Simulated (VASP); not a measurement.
Write the native input for VASP 6.6.1 that does the following.

| Item | Value |
| --- | --- |
| Task | relaxation of cell and atoms |
| Functional | PBEsol |
| Potentials or basis | VASP PAW PBE potentials, release 64 (K_sv, F) |
| Cutoff | 600 eV |
| k mesh | 9 × 9 × 9 |
| Occupations | fermi-dirac, width 0.05 eV |
| Spin | no spin polarisation |
| Dipole correction | no |
| Further INCAR settings | ALGO = Normal; EDIFF = 1e-07; IBRION = 2; EDIFFG = -0.01; NSW = 60; ISIF = 3 |

The structure of KF (Carobbiite) lies in POSCAR:

```
KF
1.0
    0.0000000000      2.6718500000      2.6718500000
    2.6718500000      0.0000000000      2.6718500000
    2.6718500000      2.6718500000      0.0000000000
K F
1 1
Direct
    0.0000000000      0.0000000000      0.0000000000
    0.5000000000      0.5000000000      0.5000000000
```

One way to write it, as run:

INCAR

```
  PREC = Accurate
  ENCUT = 600
  EDIFF = 1E-7
  ISMEAR = -1
  SIGMA = 0.05
  LREAL = F
  LASPH = T
  NELM = 60
  ALGO = Normal
  ISIF = 3
  LWAVE = F
  LCHARG = F
  GGA = PS
  IBRION = 2
  NSW = 60
  EDIFFG = -0.01
```

KPOINTS

```
Automatic mesh
0
Gamma
  9 9 9
```

Potentials or basis: VASP PAW PBE potentials, release 64 (K_sv, F).

Command:

```bash
$ cat potpaw_PBE.64/K_sv/POTCAR potpaw_PBE.64/F/POTCAR > POTCAR
$ mpirun -np 1 vasp_std > vasp.out
```

Results of the run:

| Item | Value |
| --- | --- |
| Relaxed volume | 18.69 Å³/atom |
| Relaxed cell | a = 3.753 Å, b = 3.753 Å, c = 3.753 Å, α = 60.00°, β = 60.00°, γ = 60.00° |
| Space group after relaxing (to 0.05 Å) | Fm-3m (No. 225) |
| Energy gained by relaxing | 0.8 meV/atom |
| Ionic steps | 3 |
| Pressure after relaxing | 0.0 GPa |
| Band gap on the k mesh | 6.13 eV, direct |

Caveat: the PAW data sets were made with another functional, which shifts forces and pressure a little.

Wall time 21 s on 1 thread of Intel(R) Xeon(R) 6975P-C (Granite Rapids) (shared host), peak memory 0.18 GiB.
